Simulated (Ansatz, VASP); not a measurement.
## Two plane-wave programs on Zr

File POSCAR:

```
Zr
1.0
    3.2392314131      0.0000000000      0.0000000000
   -1.6196157065      2.8052566925      0.0000000000
    0.0000000000      0.0000000000      5.1722200000
Zr
2
Direct
    0.3333333300      0.6666666700      0.2500000000
    0.6666666700      0.3333333300      0.7500000000
```

INCAR.step1

```
ALGO = Normal
EDIFF = 1E-4
ENCUT = 520
GGA = PE
ISMEAR = 0
LASPH = T
LCHARG = F
LREAL = F
LWAVE = T
NBANDS = 19
NELM = 80
PREC = Accurate
SIGMA = 0.1
```

File INCAR.step2:

```
ALGO = Normal
EDIFF = 1E-6
ENCUT = 520
ISIF = 2
ISMEAR = 0
ISTART = 1
LASPH = T
LCHARG = T
LELF = T
LMIXTAU = T
LREAL = F
LVHAR = T
LWAVE = F
METAGGA = R2SCAN
NBANDS = 19
NELM = 80
PREC = Accurate
SIGMA = 0.1
```

The input KPOINTS:

```
k-points
0
Gamma
  6 6 4
```

Input for Ansatz:

```yaml
crystal:
  lattice:
    - [3.2392314131, 0.0, 0.0]
    - [-1.6196157065, 2.8052566925, 0.0]
    - [0.0, 0.0, 5.17222]
  atoms:
    - { symbol: Zr, position: [0.33333333, 0.66666667, 0.25] }
    - { symbol: Zr, position: [0.66666667, 0.33333333, 0.75] }
basis:
  ecutwfc: 500
kpoints:
  mp_grid: { grid: [6, 6, 4] }
hamiltonian:
  xc: r2scan
scf:
  occupations: { method: gaussian, width: 0.1 }
  lower_state_search: "off"
output:
  forces: true
  stress: true
  eigenvalues: true
```

Alike in both runs: task single point; functional r2SCAN; k mesh 6 × 6 × 4; occupations gaussian, width 0.1 eV; no spin polarisation.

|  | VASP | Ansatz |
| --- | --- | --- |
| version | VASP 6.6.1 | Ansatz 0.2.0 |
| potentials or method | VASP PAW PBE potentials, release 64 (Zr_sv), cutoff 520 eV | scalar-relativistic, plane waves, PAW |
| valence electrons in the cell | 24 | 24 |

VASP gave:

| Item | Value |
| --- | --- |
| gap on the k mesh at the Fermi level (eV) | none |
| pressure (GPa) | -0.3 |
| traceless stress, the component that is largest in VASP (GPa) | 0.09 |

Problem. What did Ansatz give for the same quantities?

Solution. gap on the k mesh at the Fermi level (eV): none; pressure (GPa): -0.2; traceless stress, the component that is largest in VASP (GPa): 0.10.

VASP's potentials were made for PBE, not for r2SCAN. A gap of «none» marks a metal or a gap that the smearing closes.

The k mesh is coarse, so the values compare programs but aren't converged.
